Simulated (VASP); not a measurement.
Ga3AsN2: single point with PBE

Crystal: Ga3AsN2.

```xyz
6
Lattice="3.5357 0.0000 0.0000 -1.7678 3.0620 0.0000 0.0000 0.0000 8.9666" Properties=species:S:1:pos:R:3 pbc="T T T"
N     0.0000    0.0000    0.1823
N     0.0000    2.0413    2.7913
As    1.7678    1.0207    5.9113
Ga    0.0000    2.0413    0.7709
Ga    1.7678    1.0207    3.3664
Ga    0.0000    0.0000    7.1527
```

```json
{"Program": "VASP 6.6.1", "Task": "single point", "Functional": "PBE", "Potentials or basis": "VASP PAW PBE potentials, release 64 (N, As_d, Ga_d)", "Cutoff": "700 eV", "k mesh": "9 × 9 × 4", "Occupations": "fermi-dirac, width 0.02 eV", "Spin": "no spin polarisation"}
```

| Quantity | Value |
| --- | --- |
| Pressure | -5.6 GPa |
| Largest force | 0.314 eV/Å |
| Band gap on the k mesh | zero (bands 32 and 33 overlap by 0.24 eV) |

Forces in eV/Å, atoms in the order of the input:
```
N    0.000  0.000 -0.205
N    0.000  0.000 -0.132
As   0.000  0.000  0.314
Ga   0.000  0.000  0.169
Ga   0.000  0.000 -0.126
Ga   0.000  0.000 -0.020
```

Stress tensor (GPa, compression positive):
```
-5.42  0.00  0.00
 0.00 -5.42  0.00
 0.00  0.00 -5.95
```

Levels at points of the mesh, in eV from the Fermi level:
```tsv
k point	band 29	band 30	band 31	band 32	band 33	band 34	band 35	band 36
(0.00, 0.00, 0.00)	-2.78	-2.27	-2.10	0.11	0.54	0.54	3.09	4.27
(0.00, 0.00, 0.50)	-2.76	-2.76	-0.55	-0.24	0.53	0.53	2.68	4.35
```

Run time: 6.8 min on 1 thread of AMD EPYC 7R43 64-Core Processor (Zen 3) (shared host), peak memory 0.36 GiB.

Caveat: the cell stands under tension; semilocal functionals underestimate gaps, and a narrow one can read as zero.
